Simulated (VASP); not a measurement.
# InSe in VASP: further runs, part 2 of 2

VASP 6.6.1. Earlier steps stand in the parts before.

## (3) Single point, PBE+D3(BJ) (layers slid over each other, then relaxed in part)

INCAR

```
ALGO = Normal ; DIPOL = 0.5 0.5 0.410
EDIFF = 1E-6 ; ENCUT = 400
GGA = PE ; GGA_COMPAT = False
IDIPOL = 3 ; ISIF = 2
ISMEAR = 0 ; IVDW = 12
LASPH = True ; LCHARG = False
LDIPOL = True ; LREAL = False
LWAVE = False ; NBANDS = 48
NELM = 120 ; NELMDL = -8
PREC = Accurate ; SIGMA = 0.05
```

KPOINTS

```
k-points
0
Gamma
  9 9 1
```

POSCAR

```
InSe
1.0
    4.0266104108      0.0000000000      0.0000000000
   -2.0133052054      3.4871469069      0.0000000000
    0.0000000000      0.0000000000     28.2707105452
Se In
4 4
Direct
    0.0000000000      0.0000000000      0.1591753413
    0.0000000000      0.0000000000      0.3495761176
    0.2222222222      0.8888888889      0.4702367574
    0.2222222222      0.8888888889      0.6606380705
    0.6666666667      0.3333333333      0.2049774324
    0.6666666667      0.3333333333      0.3038217833
    0.8888888889      1.2222222222      0.5159948556
    0.8888888889      1.2222222222      0.6148373302
```

Potentials or basis: VASP PAW PBE potentials, release 64 (Se, In_d).

The run is started by

```bash
$ cat potpaw_PBE.64/Se/POTCAR potpaw_PBE.64/In_d/POTCAR > POTCAR
$ mpirun -np 1 vasp_std > vasp.out
```

OUTCAR:

```text
EDIFF = 1E-6
   ENCUT = 400
   GGA = PE
   ISIF = 2
   ISMEAR = 0
   IVDW = 12
   LASPH = True
   LREAL = False
   NELM = 120
   NELMDL = -8
   PREC = Accurate
 IVDW          = 12

 ion  position               nearest neighbor table
   1  0.000  0.000  0.159-   5 2.66   5 2.66   5 2.66
   2  0.000  0.000  0.350-   6 2.66   6 2.66   6 2.66
   3  0.222  0.889  0.470-   7 2.66   7 2.66   7 2.66
   4  0.222  0.889  0.661-   8 2.66   8 2.66   8 2.66
   5  0.667  0.333  0.205-   1 2.66   1 2.66   1 2.66   6 2.79
   6  0.667  0.333  0.304-   2 2.66   2 2.66   2 2.66   5 2.79
   7  0.889  0.222  0.516-   3 2.66   3 2.66   3 2.66   8 2.79
   8  0.889  0.222  0.615-   4 2.66   4 2.66   4 2.66   7 2.79

  LATTYP: Found a hexagonal cell.
 ALAT       =     4.0266104108
 C/A-ratio  =     7.0209699129

  Lattice vectors:

 A1 = (   4.0266104108,   0.0000000000,   0.0000000000)
 A2 = (  -2.0133052054,   3.4871469069,   0.0000000000)
 A3 = (   0.0000000000,   0.0000000000,  28.2707105452)

Analysis of symmetry for initial positions (statically):
=====================================================================
 Subroutine PRICEL returns:
 Original cell was already a primitive cell.

 Routine SETGRP: Setting up the symmetry group for a
 hexagonal supercell.

 Subroutine GETGRP returns: Found  1 space group operations
 (whereof  1 operations were pure point group operations)
 out of a pool of 24 trial point group operations.

The static configuration has the point symmetry C_1 .

Analysis of symmetry for dynamics (positions and initial velocities):
=====================================================================
 Subroutine PRICEL returns:
 Original cell was already a primitive cell.

 Routine SETGRP: Setting up the symmetry group for a
 hexagonal supercell.

 Subroutine GETGRP returns: Found  1 space group operations
 (whereof  1 operations were pure point group operations)
 out of a pool of 24 trial point group operations.

The dynamic configuration has the point symmetry C_1 .

 Subroutine INISYM returns: Found  1 space group operations
 (whereof  1 operations are pure point group operations),
 and found     1 'primitive' translations

----------------------------------------------------------------------------------------

                                     Primitive cell

  volume of cell :     396.9598

  direct lattice vectors                    reciprocal lattice vectors
     4.026610411  0.000000000  0.000000000     0.248347840  0.143383693  0.000000000
    -2.013305205  3.487146907  0.000000000     0.000000000  0.286767385  0.000000000
     0.000000000  0.000000000 28.270710545     0.000000000  0.000000000  0.035372298

  length of vectors
     4.026610411  4.026610411 28.270710545     0.286767385  0.286767385  0.035372298

  position of ions in fractional coordinates (direct lattice)
     0.000000000  0.000000000  0.159175341
     0.000000000  0.000000000  0.349576118
     0.222222222  0.888888889  0.470236757
     0.222222222  0.888888889  0.660638070
     0.666666667  0.333333333  0.204977432
     0.666666667  0.333333333  0.303821783
     0.888888889  0.222222222  0.515994856
     0.888888889  0.222222222  0.614837330
[... 66 lines left out ...]
   number of dos      NEDOS =    301   number of ions     NIONS =      8
   total plane-waves  NPLWV = 150528
   dimension x,y,z NGX =    28 NGY =   28 NGZ =  192
   dimension x,y,z NGXF=    56 NGYF=   56 NGZF=  384
   ions per type =               4   4
   NGX,Y,Z   is equivalent  to a cutoff of  11.56, 11.56, 11.29 a.u.
   NGXF,Y,Z  is equivalent  to a cutoff of  23.12, 23.12, 22.58 a.u.
 SYSTEM =  unknown system
   PREC   = accura    normal or accurate (medium, high low for compatibility)
   ISTART =      0    job   : 0-new  1-cont  2-samecut
   ICHARG =      2    charge: 1-file 2-atom 10-const
   ISPIN  =      1    spin polarized calculation?
   LNONCOLLINEAR =      F non collinear calculations
   LSORBIT =      F    spin-orbit coupling
   LASPH  =      T    aspherical Exc in radial PAW
   ENCUT  =  400.0 eV  29.40 Ry    5.42 a.u.   6.57  6.57 46.10*2*pi/ulx,y,z
   NELM   =    120;   NELMIN=  2; NELMDL= -8     # of ELM steps
   EDIFF  = 0.1E-05   stopping-criterion for ELM
   LREAL  =      F    real-space projection
   EDIFFG = 0.1E-04   stopping-criterion for IOM
   NSW    =      0    number of steps for IOM
   IBRION =     -1    ionic relax: 0-MD 1-quasi-New 2-CG
   NFREE  =      0    steps in history (QN), initial steepest desc. (CG)
   ISIF   =      2    stress and relaxation
   ISYM   =      2    0-nonsym 1-usesym 2-fastsym
   POTIM  = 0.5000    time-step for ionic-motion
   TEBEG  =    0.0;   TEEND  =   0.0 temperature during run
   PSTRESS=    0.0 pullay stress
   NELECT =      76.0000    total number of electrons
   NUPDOWN=      -1.0000    fix difference up-down
   EMIN   =  10.00;   EMAX   =-10.00  energy-range for DOS
   EFERMI =   0.00;   METHOD = LEGACY
   ISMEAR =     0;   SIGMA  =   0.05  broadening in eV -4-tet -1-fermi 0-gaus
   EFERMI_NEDOS =   21; number of points for ismear=-14 and -15
   IALGO  =     38    algorithm
   IMIX   =      4    mixing-type and parameters
     AMIX     =   0.40;   BMIX     =  1.00
     AMIX_MAG =   1.60;   BMIX_MAG =  1.00
  volume/ion in A,a.u.               =      49.62       334.85
  Fermi-wavevector in a.u.,A,eV,Ry     =   0.943548  1.783047 12.113024  0.890282
  Thomas-Fermi vector in A             =   2.071266
   LORBIT       =      0    0 simple, 1 ext, 2 COOP (PROOUT), +10 PAW based schemes
   GGA     = PE    functional components
   LHFCALC =     F    Hartree Fock is set to
   AEXX    =    0.0000 exact exchange contribution
   IVDW    =    12    specifies the selected vdW correction
   LEPSILON=     F    determine dielectric tensor
   LRPA    =     F    only Hartree local field effects (RPA)
 non-spin polarized calculation
 Gauss-broadening in eV      SIGMA  =   0.05
  energy-cutoff  :      400.00
  volume of cell :      396.96
 maximum number of plane-waves:      7281
   NGX = 13   NGY = 13   NGZ = 93

 dipolmoment           0.000000      0.000000      0.000273 electrons x Angstroem

 number of electron      75.9999979 magnetization

 dipolmoment           0.000000      0.000000     -0.000059 electrons x Angstroem

 Free energy of the ion-electron system (eV)
  ---------------------------------------------------
  ext. energy  EPLUGINS =         0.00000000
  ---------------------------------------------------
  free energy    TOTEN  =       -28.36802801 eV

  energy without entropy =      -28.36802801  energy(sigma->0) =      -28.36802801

 E-fermi :   0.0888     XC(G=0):  -5.6697

 val. band max:       -0.1847847042   @ k =   0.0000   0.1111   0.0000
 cond. band min:       0.9384563390   @ k =   0.0000   0.0000   0.0000
 fundamental gap:      1.1232410432
 Fermi energy:         0.0888258704

 k-point     1 :       0.0000    0.0000    0.0000
  band No.  band energies     occupation
      1     -14.5168      2.00000
      2     -14.5159      2.00000
      3     -14.3339      2.00000
      4     -14.3333      2.00000
      5     -14.3330      2.00000
      6     -14.3320      2.00000
[... 1213 lines left out ...]
     47       4.4803      0.00000
     48       4.5767      0.00000

 [... further k-points ...]

------------------------ aborting loop because EDIFF is reached ----------------------------------------

 vacuum level on the upper side and lower side of the slab       (xc-potential included)        -0.136        -0.136

 Edisp (eV)   -2.00810

 E8    (eV) :    -0.9412

  FORCE on cell =-STRESS in cart. coord.  units (eV):
  Direction    XX          YY          ZZ          XY          YZ          ZX
  --------------------------------------------------------------------------------------
  -------------------------------------------------------------------------------------
  Total      -0.00103    -0.09114    -0.02180    -0.03072    -0.08225     0.22989
  in kB      -0.00415    -0.36785    -0.08799    -0.12397    -0.33196     0.92784
  external pressure =       -0.15 kB  Pullay stress =        0.00 kB

 VOLUME and BASIS-vectors are now :
 -----------------------------------------------------------------------------
  energy-cutoff  :      400.00
  volume of cell :      396.96
      direct lattice vectors                 reciprocal lattice vectors
     4.026610411  0.000000000  0.000000000     0.248347840  0.143383693  0.000000000
    -2.013305205  3.487146907  0.000000000     0.000000000  0.286767385  0.000000000
     0.000000000  0.000000000 28.270710545     0.000000000  0.000000000  0.035372298

 POSITION                                       TOTAL-FORCE (eV/Angst)
 -----------------------------------------------------------------------------------
      0.00000      0.00000      4.50000        -0.001574      0.000841     -0.015345
      0.00000      0.00000      9.88277        -0.059321      0.023593      0.015038
     -0.89480      3.09969     13.29393         0.055162     -0.017520     -0.015262
     -0.89480      3.09969     18.67671         0.000990     -0.000125      0.015494
      2.01331      1.16238      5.79486        -0.004445      0.002143      0.013567
      2.01331      1.16238      8.58926         0.007687     -0.006110     -0.014927
      3.13181      0.77492     14.58754        -0.001817     -0.002406      0.015157
      3.13181      0.77492     17.38189         0.003317     -0.000416     -0.013723
 -----------------------------------------------------------------------------------
    total drift:                                0.000057      0.000237     -0.000206

  FREE ENERGIE OF THE ION-ELECTRON SYSTEM (eV)
  ---------------------------------------------------
  free  energy   TOTEN  =       -30.3761303773 eV

  energy  without entropy=      -30.3761303773  energy(sigma->0) =      -30.37613038

 vacuum level on the upper side and lower side of the slab         5.389         5.389
```

It took 36 min on 1 thread of Intel Xeon 8259CL, shared host; peak memory 0.64 GiB.

Results:

```
Free energy                : -30.3761 eV
Largest force              : 0.066 eV/Å
Band gap on the k mesh     : 1.12 eV (least direct gap 1.17 eV)
Dispersion energy per atom : -0.251 eV
```

Forces in eV/Å, atoms in the order of the input:
```
Se  -0.002  0.001 -0.015
Se  -0.059  0.024  0.015
Se   0.055 -0.018 -0.015
Se   0.001  0.000  0.015
In  -0.004  0.002  0.014
In   0.008 -0.006 -0.015
In  -0.002 -0.002  0.015
In   0.003  0.000 -0.014
```

Levels at points of the mesh, in eV from the valence-band top:
```
           k point  band 36  band 37  band 38  band 39  band 40  band 41
(0.00, 0.00, 0.00)    -0.69    -0.68    -0.05     1.12     1.65     2.48
```

Caveat: the cell differs from its parent crystal (layers slid over each other, then relaxed in part); spin-orbit coupling is left out, which moves the levels of the heavy elements.

## (4) Single point, PBE+D3(BJ) (layers slid over each other, then relaxed in part)

INCAR

```
ALGO = Normal ; DIPOL = 0.5 0.5 0.403
EDIFF = 1E-6 ; ENCUT = 400
GGA = PE ; GGA_COMPAT = F
IDIPOL = 3 ; ISIF = 2
ISMEAR = 0 ; IVDW = 12
LASPH = T ; LCHARG = T
LDIPOL = T ; LELF = T
LREAL = F ; LVACPOTAV = T
LVHAR = T ; LWAVE = F
NBANDS = 48 ; NELM = 120
NELMDL = -8 ; PREC = Accurate
SIGMA = 0.05
```

KPOINTS is that of step 3.

POSCAR

```
InSe
1.0
    4.0266104108      0.0000000000      0.0000000000
   -2.0133052054      3.4871469069      0.0000000000
    0.0000000000      0.0000000000     28.2707105452
Se In
4 4
Direct
    0.0000000000      0.0000000000      0.1591753413
    0.0000000000      0.0000000000      0.3494487160
    0.2222222222      0.6666666667      0.4566977586
    0.2222222222      0.6666666667      0.6470087950
    0.6666666667      0.3333333333      0.2049716446
    0.6666666667      0.3333333333      0.3038061049
    0.8888888889      1.0000000000      0.5023820710
    0.8888888889      1.0000000000      0.6012141765
```

The run is started by

```bash
$ cat potpaw_PBE.64/Se/POTCAR potpaw_PBE.64/In_d/POTCAR > POTCAR
$ mpirun -np 1 vasp_std > vasp.out
```

Run time: 24 min. Hardware: 1 thread of Intel Xeon Platinum 8375C at 2.90GHz (Ice Lake), shared host; peak memory 0.63 GiB.

The run converged. Its results:

```
Free energy                : -30.4283 eV
Largest force              : 0.059 eV/Å
Band gap on the k mesh     : 1.06 eV (least direct gap 1.12 eV)
Dispersion energy per atom : -0.259 eV
```

Forces in eV/Å, atoms in the order of the input:
```
Se  -0.002  0.000 -0.015
Se  -0.054  0.018  0.016
Se   0.040 -0.020 -0.015
Se   0.000  0.000  0.016
In  -0.005  0.001  0.014
In   0.013 -0.001 -0.015
In   0.006  0.002  0.015
In   0.002 -0.001 -0.015
```

Levels at points of the mesh, in eV from the valence-band top:
```tsv
k point	band 34	band 35	band 36	band 37	band 38	band 39	band 40	band 41	band 42	band 43
(0.00, 0.00, 0.00)	-0.76	-0.75	-0.75	-0.68	-0.06	1.06	1.74	2.47	2.54	4.66
```

Caveat: the cell differs from its parent crystal (layers slid over each other, then relaxed in part); spin-orbit coupling is left out, which moves the levels of the heavy elements.

## (5) Overview

```tsv
cell	gap on the mesh (eV)	largest force (eV/Å)
as given, atomic positions A	1.08	0.08
as given, atomic positions B	1.12	0.07
as given, atomic positions C	1.06	0.06
```

Alike in all rows: task single point; level PBE+D3(BJ); potentials or basis VASP PAW PBE potentials, release 64 (Se, In_d); no spin polarisation; k mesh 9 × 9 × 1; cutoff (eV) 400; smearing gaussian 0.05 eV.

Caveats: spin-orbit coupling is left out, which moves the levels of the heavy elements.

Total energies depend on the potentials used, so only differences within one code and one set of settings carry meaning.
